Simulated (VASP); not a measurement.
Write the native input for VASP 6.6.1 that does the following.

```yaml
Task: single point
Functional: PBE
Potentials_or_basis: VASP PAW PBE potentials, release 64 (Cu)
Cutoff: 520 eV
k_mesh: 2 × 2 × 2
Occupations: fermi-dirac, width 0.1 eV
Spin: no spin polarisation
Dipole_correction: no
Further_INCAR_settings: LREAL = Auto; ALGO = Normal; EDIFF = 1e-07; NBANDS = 198
```

The structure of Cu lies in POSCAR:

```
Cu
1.0
    7.2600000000      0.0000000000      0.0000000000
    0.0000000000      7.2600000000      0.0000000000
    0.0000000000      0.0000000000      7.2600000000
Cu
32
Direct
   -0.0012396694      0.0042837466      0.0076859504
    0.0115702479      0.2620247934      0.2375895317
    0.2232093664     -0.0073002755      0.2613223140
    0.2409366391      0.2386363636     -0.0011845730
   -0.0058126722      0.0460055096      0.4864738292
    0.0078512397      0.2414462810      0.7725206612
    0.2338842975     -0.0178236915      0.7281680441
    0.2748484848      0.2576446281      0.4952203857
    0.0125757576      0.5056611570      0.0053581267
   -0.0212258953      0.7512396694      0.2773140496
    0.2381818182      0.5122865014      0.2456473829
    0.2482231405      0.7676721763      0.0146556474
   -0.0164187328      0.4673415978      0.5033195592
    0.0258402204      0.7365977961      0.7529614325
    0.2458815427      0.4881680441      0.7270661157
    0.2571349862      0.7386088154      0.4994628099
    0.5132920110      0.0000137741     -0.0011570248
    0.4899724518      0.2515977961      0.2301928375
    0.7665564738     -0.0112672176      0.2713911846
    0.7411294766      0.2332920110     -0.0056060606
    0.5067355372     -0.0092286501      0.4878512397
    0.4886363636      0.2454269972      0.7593388430
    0.7692148760      0.0017493113      0.7406887052
    0.7169008264      0.2551239669      0.4948209366
    0.4930027548      0.5145730028     -0.0005371901
    0.5187741047      0.7489256198      0.2301377410
    0.7619972452      0.5039807163      0.2470247934
    0.7739944904      0.7405785124     -0.0016115702
    0.4921487603      0.5066528926      0.5249724518
    0.4983746556      0.7702341598      0.7467355372
    0.7479476584      0.5044490358      0.7546280992
    0.7458539945      0.7513911846      0.5075619835
```

The input as run:

INCAR

```
SYSTEM = Cu
PREC = Accurate
ENCUT = 520
EDIFF = 1E-7
ISMEAR = -1
SIGMA = 0.1
LREAL = Auto
LASPH = .True.
NELM = 100
ALGO = Normal
ISIF = 2
LWAVE = .False.
LCHARG = .False.
GGA = PE
NBANDS = 198
```

KPOINTS

```
regular mesh
0
Gamma
  2 2 2
  0 0 0
```

Potentials or basis: VASP PAW PBE potentials, release 64 (Cu).

Command:

```console
$ cat potpaw_PBE.64/Cu/POTCAR > POTCAR
$ mpirun -np 1 vasp_std > vasp.out
```

It gave:

```yaml
Pressure: 3.3 GPa
Largest_force: 2.021 eV/Å
Band_gap_on_the_k_mesh: zero (bands 176 and 177 overlap by 1.22 eV)
```

Caveat: the k points lie up to 0.43 Å⁻¹ apart, too coarse for converged energies and pressures of a metal; forces of over 1 eV/Å act on the atoms, so gaps and moduli don't describe the material at rest.

Run time: 20 min on 1 thread of Intel(R) Xeon(R) Platinum 8488C (Sapphire Rapids) (shared host), peak memory 0.63 GiB.
